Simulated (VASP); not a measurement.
**PtPb: electric field gradients with LDA**

Crystal: PtPb.

```
Pt Pb
1.0
     4.25000    0.00000    0.00000
    -2.12500    3.68061    0.00000
     0.00000    0.00000    5.45600
Pt Pb
2 2
Direct
  0.33333 0.66667 0.25000
  0.66667 0.33333 0.75000
  0.00000 0.00000 0.00000
  0.00000 0.00000 0.50000
```

- Program: VASP 6.6.1
- Task: electric field gradients
- Functional: LDA
- Potentials or basis: VASP PAW LDA potentials, release 64 (Pt_sv_GW, Pb_d)
- Cutoff: 430 eV
- k mesh: 10 × 10 × 7
- Occupations: fermi-dirac, width 0.05 eV
- Spin: no spin polarisation
- Dipole correction: no
- Further INCAR settings: ALGO = Normal; EDIFF = 1e-08; NBANDS = 40

- Pressure: 5.4 GPa
- Band gap on the k mesh: zero (bands 32 and 33 overlap by 2.89 eV)
- Largest electric field gradient by atom: Pt +34.9; Pb +10.1 V/Å²

Stress tensor (GPa, compression positive):
```
-3.33  0.00  0.00
 0.00 -3.33  0.00
 0.00  0.00 22.88
```

Levels at points of the mesh, in eV from the Fermi level:
| k point | band 29 | band 30 | band 31 | band 32 | band 33 | band 34 | band 35 | band 36 |
| --- | --- | --- | --- | --- | --- | --- | --- | --- |
| (0.00, 0.00, 0.00) | -2.65 | -2.34 | -1.37 | 1.99 | 3.29 | 3.29 | 5.37 | 5.58 |
| (0.50, 0.00, 0.00) | -2.05 | -1.81 | -0.93 | -0.85 | -0.18 | 0.76 | 0.82 | 5.53 |

Electric field gradients, principal values (V/Å²):
| atom | least | middle | greatest (by size) |
| --- | --- | --- | --- |
| 1 Pt | -17.434 | -17.434 | 34.869 |
| 2 Pt | -17.434 | -17.434 | 34.869 |
| 3 Pb | -5.064 | -5.068 | 10.132 |
| 4 Pb | -5.064 | -5.068 | 10.132 |

Wall time 110 s on 1 thread of Intel(R) Xeon(R) Platinum 8488C (Sapphire Rapids), on a shared host, peak memory 0.24 GiB.

Caveat: the stress differs along the axes, from -3 to 23 GPa; without QUAD_EFG the Cq values of the log hold for a quadrupole moment of 1 mb, not for the nuclei; spin-orbit coupling is left out, which moves the levels of the heavy elements.
